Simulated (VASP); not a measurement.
Set up this calculation in VASP 6.6.1, as the native input.

- Task: single point
- Functional: r2SCAN0
- Potentials or basis: VASP PAW PBE potentials, release 64 (Cu)
- Cutoff: 520 eV
- k mesh: 7 × 7 × 7
- Occupations: fermi-dirac, width 0.05 eV
- Spin: no spin polarisation
- Dipole correction: no
- Grid for exact exchange (PRECFOCK): Normal
- Further INCAR settings: ALGO = Normal; EDIFF = 1e-06; NBANDS = 12
- Share of exact exchange: 0.25

The system is Cu.

```
Cu
1.0
     0.00000    1.81947    1.81947
     1.81947    0.00000    1.81947
     1.81947    1.81947    0.00000
Cu
1
Direct
  0.00000 0.00000 0.00000
```

These files were run (other wordings do the same):

POSCAR

```
Cu
1.0
    0.0000000000      1.8194705475      1.8194705475
    1.8194705475      0.0000000000      1.8194705475
    1.8194705475      1.8194705475      0.0000000000
Cu
1
Direct
    0.0000000000      0.0000000000      0.0000000000
```

INCAR.step1

```
SYSTEM = Cu
PREC = Accurate
ENCUT = 520
EDIFF = 1E-5
ISMEAR = -1
SIGMA = 0.05
LREAL = .False.
LASPH = .True.
NELM = 80
ALGO = Normal
ISIF = 2
LWAVE = .True.
LCHARG = .False.
NBANDS = 12
GGA = PE
```

INCAR.step2

```
SYSTEM = Cu
PREC = Accurate
ENCUT = 520
EDIFF = 1E-6
ISMEAR = -1
SIGMA = 0.05
LREAL = .False.
LASPH = .True.
NELM = 80
ALGO = Normal
ISIF = 2
LWAVE = .False.
LCHARG = .False.
METAGGA = R2SCAN
LHFCALC = .True.
AEXX = 0.25
LMIXTAU = .True.
PRECFOCK = Normal
NBANDS = 12
ISTART = 1
```

KPOINTS

```
Automatic mesh
0
Gamma
  7 7 7
  0 0 0
```

Potentials or basis: VASP PAW PBE potentials, release 64 (Cu).

Command:

```sh
$ cat potpaw_PBE.64/Cu/POTCAR > POTCAR
$ cp INCAR.step1 INCAR
$ mpirun -np 1 vasp_std > vasp.out
$ cp INCAR.step2 INCAR
$ mpirun -np 1 vasp_std > vasp.out
```

It gave:

The pressure is -4.7 GPa. The band gap on the k mesh is zero (an odd number of electrons rules out a gap without spin polarisation).

Caveat: the k points lie up to 0.43 Å⁻¹ apart, too coarse for converged energies and pressures of a metal; the PAW data sets were made with another functional, which shifts forces and pressure a little.

Run time: 14 min on 1 thread of Intel(R) Xeon(R) Platinum 8259CL CPU @ 2.50GHz (Skylake/Cascade Lake), with other jobs on the host, peak memory 0.14 GiB.
